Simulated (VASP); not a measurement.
Wanted: the native input for a VASP 6.6.1 run.

```
Task                   : single point
Functional             : LDA
Potentials or basis    : VASP PAW LDA potentials, release 64 (Ga_d, N_h)
Cutoff                 : 1330 eV
k mesh                 : 10 × 10 × 10
Occupations            : fermi-dirac, width 0.05 eV
Spin                   : no spin polarisation
Dipole correction      : no
Further INCAR settings : ALGO = Normal; EDIFF = 1e-06; NBANDS = 16
```

The structure of GaN lies in POSCAR:

```
GaN
1.0
    0.0000000000      2.2277008415      2.2277008415
    2.2277008415      0.0000000000      2.2277008415
    2.2277008415      2.2277008415      0.0000000000
Ga N
1 1
Direct
    0.0000000000      0.0000000000      0.0000000000
    0.2500000000      0.2500000000      0.2500000000
```

The input as run:

INCAR

```
SYSTEM = GaN
PREC = Accurate
ENCUT = 1330
EDIFF = 1E-6
ISMEAR = -1
SIGMA = 0.05
LREAL = .FALSE.
LASPH = .TRUE.
NELM = 120
ALGO = Normal
ISIF = 2
LWAVE = .FALSE.
LCHARG = .FALSE.
NBANDS = 16
GGA_COMPAT = .FALSE.
```

KPOINTS

```
regular mesh
0
G
  10 10 10
  0 0 0
```

Potentials or basis: VASP PAW LDA potentials, release 64 (Ga_d, N_h).

The run is started by

```sh
$ cat potpaw_LDA.64/Ga_d/POTCAR potpaw_LDA.64/N_h/POTCAR > POTCAR
$ mpirun -np 1 vasp_std > vasp.out
```

Results of the run:

| Item | Value |
| --- | --- |
| Pressure | 1.0 GPa |
| Band gap on the k mesh | 1.97 eV |

Wall time 35 s on 1 thread of AMD EPYC 9R45 96-Core Processor (Zen 5) (shared host), peak memory 0.22 GiB.
